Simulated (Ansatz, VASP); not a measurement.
Two plane-wave programs on KRh

```
K Rh
1.0
     2.89406    0.00000    0.00000
    -1.44703    2.50633    0.00000
     0.00000    0.00000    5.75740
K Rh
1 1
Direct
  0.00000 0.00000 0.00000
  0.00000 0.00000 0.50000
```

Alike in both runs: task relaxation of cell and atoms; functional PBE; k mesh 24 × 24 × 10; occupations gaussian, width 0.1 eV; no spin polarisation.

```csv
,VASP,Ansatz
version,VASP 6.6.1,Ansatz 0.2.0
potentials or method,"VASP PAW PBE potentials, release 64 (K_sv, Rh_pv), cutoff 600 eV","scalar-relativistic, plane waves, PAW"
valence electrons in the cell,24,26
```

Ansatz gave:

* gap on the k mesh at the Fermi level, each at its own relaxed structure (eV): none
* relaxed volume (Å³/atom): 20.89
* relaxed length of the cell vector where the two differ most in proportion (Å): 5.768

Question: Which values does VASP return?

Answer: gap on the k mesh at the Fermi level, each at its own relaxed structure (eV): none; relaxed volume (Å³/atom): 20.97; relaxed length of the cell vector where the two differ most in proportion (Å): 5.778.

A gap of «none» marks a metal or a gap that the smearing closes. VASP's potentials hold 24 valence electrons a cell and Ansatz's 26, so a difference there can come from the potentials and not from the codes.
